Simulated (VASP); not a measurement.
Write the native input for VASP 6.6.1 that does the following.

* Task: single point
* Functional: PBE
* Potentials or basis: VASP PAW PBE potentials, release 64 (Mn_pv, O)
* Cutoff: 520 eV
* k mesh: 23 × 23 × 23
* Occupations: fermi-dirac, width 0.0612256 eV
* Spin: no spin polarisation
* Dipole correction: no
* Further INCAR settings: ALGO = Normal; EDIFF = 1e-06; NBANDS = 16

The structure of MnO (rock salt type) lies in POSCAR:

```
MnO
1.0
    0.0000000000      2.0660625431      2.0660625431
    2.0660625431      0.0000000000      2.0660625431
    2.0660625431      2.0660625431      0.0000000000
Mn O
1 1
Direct
    0.0000000000      0.0000000000      0.0000000000
    0.5000000000      0.5000000000      0.5000000000
```

One way to write it, as run:

INCAR

```
PREC = Accurate
ENCUT = 520
EDIFF = 1E-6
ISMEAR = -1
SIGMA = 0.06122561905347299
LREAL = False
LASPH = True
NELM = 60
ALGO = Normal
ISIF = 2
LWAVE = False
LCHARG = False
GGA = PE
NBANDS = 16
```

KPOINTS

```
Automatic mesh
0
Gamma
  23 23 23
```

Potentials or basis: VASP PAW PBE potentials, release 64 (Mn_pv, O).

Command:

```sh
$ cat potpaw_PBE.64/Mn_pv/POTCAR potpaw_PBE.64/O/POTCAR > POTCAR
$ mpirun -np 1 vasp_std > vasp.out
```

It gave:

| Item | Value |
| --- | --- |
| Pressure | -3.8 GPa |
| Band gap on the k mesh | zero (an odd number of electrons rules out a gap without spin polarisation) |

Caveat: the cell stands under tension; an odd number of electrons without spin polarisation forces a metal; a magnetic or distorted state may lie lower; the run has no spin polarisation, though such a crystal can be magnetic; semilocal functionals often make such compounds metallic where correlation or magnetic order opens a gap, which also shifts bond lengths.

Wall time 2.6 min on 1 thread of Intel Xeon 8259CL, with other jobs on the host, peak memory 0.23 GiB.
